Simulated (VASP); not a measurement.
# Li16H (a cell with a defect) in VASP: a series of runs, part 2 of 2

VASP 6.6.1. The steps go on from the part before.

## Step 4: Single point, PBE

Contents of INCAR:

```
SYSTEM = Li16H
  PREC = Accurate
  ENCUT = 520
  EDIFF = 1E-7
  ISMEAR = 0
  SIGMA = 0.1
  LREAL = Auto
  LASPH = .TRUE.
  NELM = 60
  ALGO = Normal
  ISIF = 2
  LWAVE = .FALSE.
  LCHARG = .TRUE.
  GGA = PE
  LELF = .TRUE.
  LVHAR = .TRUE.
  NBANDS = 38
```

Contents of KPOINTS:

```
regular mesh
0
G
  3 3 3
  0 0 0
```

Contents of POSCAR:

```
Li16H
1.0
    6.9800000000      0.0000000000      0.0000000000
    0.0000000000      6.9800000000      0.0000000000
    0.0000000000      0.0000000000      6.9800000000
Li H
16 1
Direct
    0.0227209169     -0.0042306590      0.0001055874
    0.4757150430     -0.0038035817      0.0000931232
   -0.0178236390      0.5200755014     -0.0001148997
    0.0079681948      0.0075690544      0.5001103152
    0.2503073066      0.2542485673      0.2276873926
    0.5163240688      0.5203011461     -0.0001077364
    0.4913048711      0.0071775072      0.5000964183
    0.7503018625      0.2420987106      0.2412700573
   -0.0128775072      0.4853872493      0.4999981375
    0.2495955587      0.7294302292      0.2674421203
    0.2503177650      0.2544063037      0.7718507163
    0.5121340974      0.4860565903      0.4999998567
    0.7500032951      0.7645247851      0.2611299427
    0.7503104585      0.2419989971      0.7585159026
    0.2495921203      0.7294952722      0.7321256447
    0.7499964183      0.7647206304      0.7386747851
    0.2490916905      0.1264359599     -0.0003073066
```

Potentials or basis: VASP PAW PBE potentials, release 64 (Li_sv, H).

Command:

```bash
cat potpaw_PBE.64/Li_sv/POTCAR potpaw_PBE.64/H/POTCAR > POTCAR
mpirun -np 1 vasp_std > vasp.out
```

OUTCAR:

```text
SYSTEM = Li16H
   PREC = Accurate
   ENCUT = 520
   EDIFF = 1E-7
   ISMEAR = 0
   LREAL = Auto
   LASPH = .TRUE.
   NELM = 60
   ISIF = 2
   GGA = PE

 ion  position               nearest neighbor table
   1  0.023  0.996  0.000-
   2  0.476  0.996  0.000-
   3  0.982  0.520  1.000-
   4  0.008  0.008  0.500-
   5  0.250  0.254  0.228-
   6  0.516  0.520  1.000-
[... 9 lines left out ...]
  16  0.750  0.765  0.739-
  17  0.249  0.126  1.000-

  LATTYP: Found a simple cubic cell.
 ALAT       =     6.9800000000

  Lattice vectors:

 A1 = (   6.9800000000,   0.0000000000,   0.0000000000)
 A2 = (   0.0000000000,   6.9800000000,   0.0000000000)
 A3 = (   0.0000000000,   0.0000000000,   6.9800000000)

Analysis of symmetry for initial positions (statically):
=====================================================================
 Subroutine PRICEL returns:
 Original cell was already a primitive cell.
[... 191 lines left out ...]

 val. band max:        0.5063658449   @ k =   0.3333   0.3333   0.0000
 cond. band min:       0.5412703686   @ k =   0.3333   0.0000   0.3333
 fundamental gap:      0.0349045237
 Fermi energy:         0.5070167499

 k-point     1 :       0.0000    0.0000    0.0000
  band No.  band energies     occupation
      1     -46.1422      2.00000
      2     -46.1383      2.00000
      3     -46.1336      2.00000
      4     -46.1333      2.00000
      5     -46.0707      2.00000
      6     -46.0666      2.00000
[... 535 lines left out ...]
     35       3.6652      0.00000
     36       3.8432      0.00000
 [bands above 36 left out]

------------------------ aborting loop because EDIFF is reached ----------------------------------------

  FORCE on cell =-STRESS in cart. coord.  units (eV):
  Direction    XX          YY          ZZ          XY          YZ          ZX
  --------------------------------------------------------------------------------------
  -------------------------------------------------------------------------------------
  Total       -1.3179453     -1.6377727     -1.3245340     -0.0038192      0.0024155      0.0000531
  in kB       -6.2092865     -7.7161017     -6.2403283     -0.0179933      0.0113805      0.0002501
  external PRESSURE =      -6.7219055 kB  Pullay stress =       0.0000000 kB

 VOLUME and BASIS-vectors are now :
 -----------------------------------------------------------------------------
  energy-cutoff  :      520.00
  volume of cell :      340.07
      direct lattice vectors                 reciprocal lattice vectors
     6.980000000  0.000000000  0.000000000     0.143266476  0.000000000  0.000000000
     0.000000000  6.980000000  0.000000000     0.000000000  0.143266476  0.000000000
     0.000000000  0.000000000  6.980000000     0.000000000  0.000000000  0.143266476

 POSITION                                       TOTAL-FORCE (eV/Angst)
 -----------------------------------------------------------------------------------
      0.15859      6.95047      0.00074         0.009318      0.001880     -0.001916
      3.32049      6.95345      0.00065        -0.000611     -0.004033     -0.001913
      6.85559      3.63013      6.97920         0.008978     -0.004710     -0.001181
      0.05562      0.05283      3.49077         0.005671      0.000697     -0.002201
      1.74715      1.77465      1.58926        -0.007476      0.005906     -0.006956
      3.60394      3.63170      6.97925         0.007451     -0.003631     -0.000881
[... 9 lines left out ...]
      5.23497      5.33775      5.15595        -0.004390     -0.005747      0.002786
      1.73866      0.88252      6.97785         0.004712     -0.000569      0.002189
 -----------------------------------------------------------------------------------
    total drift:                                0.006624      0.006139      0.000868

  FREE ENERGIE OF THE ION-ELECTRON SYSTEM (eV)
  ---------------------------------------------------
  free  energy   TOTEN  =       -34.2555835836 eV

  energy  without entropy=      -34.1957094559  energy(sigma->0) =      -34.22564652
```

It took 4.9 min on 1 thread of Intel Xeon Platinum 8259CL at 2.50GHz (Skylake/Cascade Lake), shared host; peak memory 0.41 GiB.

What came out:

* Free energy: -34.2556 eV
* Largest force: 0.012 eV/Å
* Band gap on the k mesh: zero (an odd number of electrons rules out a gap without spin polarisation)

Forces in eV/Å, atoms in the order of the input:
```
Li   0.009  0.002 -0.002
Li  -0.001 -0.004 -0.002
Li   0.009 -0.005 -0.001
Li   0.006  0.001 -0.002
Li  -0.007  0.006 -0.007
Li   0.007 -0.004 -0.001
Li   0.002  0.002 -0.003
Li  -0.010 -0.001  0.000
Li   0.005  0.005 -0.001
Li  -0.002  0.002 -0.001
Li  -0.007  0.004  0.009
Li   0.004 -0.001 -0.001
Li  -0.004 -0.003  0.001
Li  -0.010  0.000  0.002
Li  -0.002  0.002  0.004
Li  -0.004 -0.006  0.003
H    0.005 -0.001  0.002
```

Levels at points of the mesh, in eV from the Fermi level:
```csv
k point,band 21,band 22,band 23,band 24,band 25,band 26,band 27,band 28
"(0.00, 0.00, 0.00)",-1.13,-1.11,-1.06,-0.34,0.25,0.28,0.28,0.29
```

Caveat: the cutoff is under 1.25 times the usual one of these potentials, so pressure, stress and relaxed cells hold a basis-set (Pulay) error.
